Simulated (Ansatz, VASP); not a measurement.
## Two plane-wave programs on MgO2

The input POSCAR:

```
MgO2
1.0
    1.5245229652      0.8801837444      3.5813283468
   -1.5245229652      0.8801837444      3.5813283468
    0.0000000000     -1.7603674887      3.5813283468
Mg O
1 2
Direct
    0.0000000000      0.0000000000      0.0000000000
    0.4287860000      0.4287860000      0.4287860000
    0.5712140000      0.5712140000      0.5712140000
```

Contents of INCAR.step1:

```
PREC = Accurate
ENCUT = 520
ISMEAR = 0
SIGMA = 0.05
LREAL = F
LASPH = T
NELM = 80
NBANDS = 14
GGA = PE
ALGO = Normal
EDIFF = 1E-4
LWAVE = T
LCHARG = F
```

Contents of INCAR.step2:

```
PREC = Accurate
ENCUT = 520
EDIFF = 1E-6
ISMEAR = 0
SIGMA = 0.05
LREAL = F
LASPH = T
NELM = 80
ALGO = Normal
ISIF = 2
LWAVE = F
LCHARG = F
METAGGA = R2SCAN
LMIXTAU = T
NBANDS = 14
ISTART = 1
```

Contents of KPOINTS:

```
regular mesh
0
Gamma
  12 12 12
```

Input for Ansatz:

```yaml
crystal:
  lattice:
    - [1.5245229652, 0.8801837444, 3.5813283468]
    - [-1.5245229652, 0.8801837444, 3.5813283468]
    - [0.0, -1.7603674887, 3.5813283468]
  atoms:
    - { symbol: Mg, position: [0.0, 0.0, 0.0] }
    - { symbol: O, position: [0.428786, 0.428786, 0.428786] }
    - { symbol: O, position: [0.571214, 0.571214, 0.571214] }
basis:
  ecutwfc: 500
kpoints:
  mp_grid: { grid: [12, 12, 12] }
hamiltonian:
  xc: r2scan
scf:
  occupations: { method: gaussian, width: 0.05 }
output:
  forces: true
  stress: true
  eigenvalues: true
```

Change from the starting cell: strain -0.050 along x and y, +0.025 along z, atoms carried along.

Alike in both runs: task single point; functional r2SCAN; k mesh 12 × 12 × 12; occupations gaussian, width 0.05 eV; no spin polarisation.

|  | VASP | Ansatz |
| --- | --- | --- |
| version | VASP 6.6.1 | Ansatz 0.2.0 |
| potentials or method | VASP PAW PBE potentials, release 64 (Mg, O), cutoff 520 eV | scalar-relativistic, plane waves, PAW |
| valence electrons in the cell | 14 | 22 |

Ansatz gave:

| Property | Result |
| --- | --- |
| gap on the k mesh at the Fermi level (eV) | 2.22 |
| least direct gap on the mesh (eV) | 2.22 |
| pressure (GPa) | 1.8 |
| traceless stress, the component that is largest in VASP (GPa) | -19.46 |
| rms of the force components (eV/Å) | 0.680 |

Problem. Estimate VASP's values.

Solution. gap on the k mesh at the Fermi level (eV): 2.20; least direct gap on the mesh (eV): 2.20; pressure (GPa): 1.4; traceless stress, the component that is largest in VASP (GPa): -18.30; rms of the force components (eV/Å): 0.581.

VASP's potentials were made for PBE, not for r2SCAN. Atom by atom the forces differ by 0.099 eV/Å (rms over components). With one functional, cell and mesh, what is left measures potentials, basis and numerics. VASP's potentials hold 14 valence electrons a cell and Ansatz's 22, so a difference there can come from the potentials and not from the codes.
